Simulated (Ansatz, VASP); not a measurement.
**Ga2SnO4: VASP beside Ansatz**

```xyz
14
Lattice="0.0000 4.4775 4.4775 4.4775 0.0000 4.4775 4.4775 4.4775 0.0000" Properties=species:S:1:pos:R:3 pbc="T T T"
Ga    3.3581    3.3581    5.5969
Ga    5.5969    5.5969    5.5969
Ga    3.3581    5.5969    3.3581
Ga    5.5969    3.3581    3.3581
Sn    0.0000    0.0000    0.0000
Sn    2.2388    2.2388    2.2388
O     3.5442    3.5442    3.5442
O     7.6496    5.7829    5.7829
O     5.4108    5.4108    3.5442
O     5.7829    7.6496    5.7829
O     7.6496    7.6496    7.6496
O     5.4108    3.5442    5.4108
O     5.7829    5.7829    7.6496
O     3.5442    5.4108    5.4108
```

Alike in both runs: functional PBE; k mesh 6 × 6 × 6; occupations gaussian, width 0.02 eV; no spin polarisation.

Ansatz relaxed the structure, and its values are those at the end. VASP's run is a single point on that final structure, the one shown.

|  | VASP | Ansatz |
| --- | --- | --- |
| version | VASP 6.6.1 | Ansatz 0.2.0 |
| potentials or method | VASP PAW PBE potentials, release 64 (Ga_d, Sn_d, O), cutoff 520 eV | scalar-relativistic, plane waves, PAW |
| valence electrons in the cell | 128 | 128 |

VASP gave:

```
gap on the k mesh at the Fermi level (eV) : 1.34
least direct gap on the mesh (eV)         : 1.71
pressure (GPa)                            : 0.6
rms of the force components (eV/Å)        : 0.016
```

Task: Which values does Ansatz return?

Result: gap on the k mesh at the Fermi level (eV): 1.34; least direct gap on the mesh (eV): 1.71; pressure (GPa): 0.0; rms of the force components (eV/Å): 0.000.
